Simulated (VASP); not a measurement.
Wanted: the native input for a VASP 6.6.1 run.

| Quantity | Value |
| --- | --- |
| Task | single point |
| Functional | RPBE |
| Potentials or basis | VASP PAW PBE potentials, release 64 (Fe_sv) |
| Cutoff | 690 eV |
| k mesh | 11 × 11 × 11 |
| Occupations | fermi-dirac, width 0.1 eV |
| Spin | no spin polarisation |
| Dipole correction | no |
| Further INCAR settings | ALGO = Normal; EDIFF = 1e-06; NBANDS = 23 |

The structure of Fe lies in POSCAR:

```
Fe
1.0
    0.0000000000      2.4583365409      2.4583365409
    2.4583365409      0.0000000000      2.4583365409
    2.4583365409      2.4583365409      0.0000000000
Fe
2
Direct
    0.1250000000      0.1250000000      0.1250000000
    0.8750000000      0.8750000000      0.8750000000
```

This isn't the form of Fe at room conditions, which is bcc.

One way to write it, as run:

INCAR

```
PREC = Accurate
ENCUT = 690
EDIFF = 1E-6
ISMEAR = -1
SIGMA = 0.1
LREAL = F
LASPH = T
NELM = 120
ALGO = Normal
ISIF = 2
LWAVE = F
LCHARG = F
GGA = RP
NBANDS = 23
GGA_COMPAT = F
```

KPOINTS

```
regular mesh
0
Gamma
  11 11 11
```

Potentials or basis: VASP PAW PBE potentials, release 64 (Fe_sv).

Run with:

```bash
$ cat potpaw_PBE.64/Fe_sv/POTCAR > POTCAR
$ mpirun -np 1 vasp_std > vasp.out
```

It gave:

| Quantity | Value |
| --- | --- |
| Pressure | -1.2 GPa |
| Band gap on the k mesh | zero (bands 16 and 17 overlap by 0.63 eV) |

Caveat: the PAW data sets were made with another functional, which shifts forces and pressure a little; the run has no spin polarisation, though such a crystal can be magnetic.

Run time: 62 s on 1 thread of Intel(R) Xeon(R) Platinum 8488C (Sapphire Rapids), with other jobs on the host, peak memory 0.19 GiB.
